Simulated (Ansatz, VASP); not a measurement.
## CdO in VASP and in Ansatz

File POSCAR:

```
CdO
1.0
    0.0000000000      2.3530040401      2.3530040401
    2.3530040401      0.0000000000      2.3530040401
    2.3530040401      2.3530040401      0.0000000000
Cd O
1 1
Direct
    0.0000000000      0.0000000000      0.0000000000
    0.5000000000      0.5000000000      0.5000000000
```

The input INCAR.step1:

```
PREC = Accurate
ENCUT = 520
EDIFF = 1E-5
ISMEAR = -1
SIGMA = 0.02
LREAL = False
LASPH = True
NELM = 120
ALGO = Normal
ISIF = 2
LWAVE = True
LCHARG = False
NBANDS = 16
GGA = PE
GGA_COMPAT = False
```

File INCAR.step2:

```
PREC = Accurate
ENCUT = 520
EDIFF = 1E-6
ISMEAR = -1
SIGMA = 0.02
LREAL = False
LASPH = True
NELM = 120
ALGO = Normal
ISIF = 2
LWAVE = False
LCHARG = False
GGA = PE
LHFCALC = True
HFSCREEN = 0.2079
PRECFOCK = Normal
NBANDS = 16
ISTART = 1
GGA_COMPAT = False
```

Contents of KPOINTS:

```
Automatic mesh
0
Gamma
  4 4 4
```

Input for Ansatz:

```yaml
crystal:
  lattice:
    - [0.0, 2.3530040401, 2.3530040401]
    - [2.3530040401, 0.0, 2.3530040401]
    - [2.3530040401, 2.3530040401, 0.0]
  atoms:
    - { symbol: Cd, position: [0.0, 0.0, 0.0] }
    - { symbol: O, position: [0.5, 0.5, 0.5] }
kpoints:
  mp_grid: { grid: [4, 4, 4] }
hamiltonian:
  xc: hse06
scf:
  occupations: { method: fermi_dirac, width: 0.02 }
  n_extra_bands: 4
output:
  forces: true
  stress: true
  eigenvalues: true
  write_density: true
  write_potential: true
  elf: true
  volumetric_format: npy
```

Alike in both runs: task single point; functional HSE06; k mesh 4 × 4 × 4; occupations fermi-dirac, width 0.02 eV; no spin polarisation.

|  | VASP | Ansatz |
| --- | --- | --- |
| version | VASP 6.6.1 | Ansatz 0.2.0 |
| potentials or method | VASP PAW PBE potentials, release 64 (Cd, O) | plane waves, PAW |
| plane-wave cutoff (eV) | 520 | 420 |
| valence electrons in the cell | 18 | 26 |

|  | VASP | Ansatz | Ansatz less VASP |
| --- | --- | --- | --- |
| gap on the k mesh at the Fermi level (eV) | 0.90 | 0.92 | +0.024 |
| pressure (GPa) | 1.6 | 0.0 | -1.59 |

VASP's potentials hold 18 valence electrons a cell and Ansatz's 26, so a difference there can come from the potentials and not from the codes. Ansatz's warnings: stress exchange threshold loose, stress scf threshold loose.

The k mesh is coarse, so the values compare programs but aren't converged.
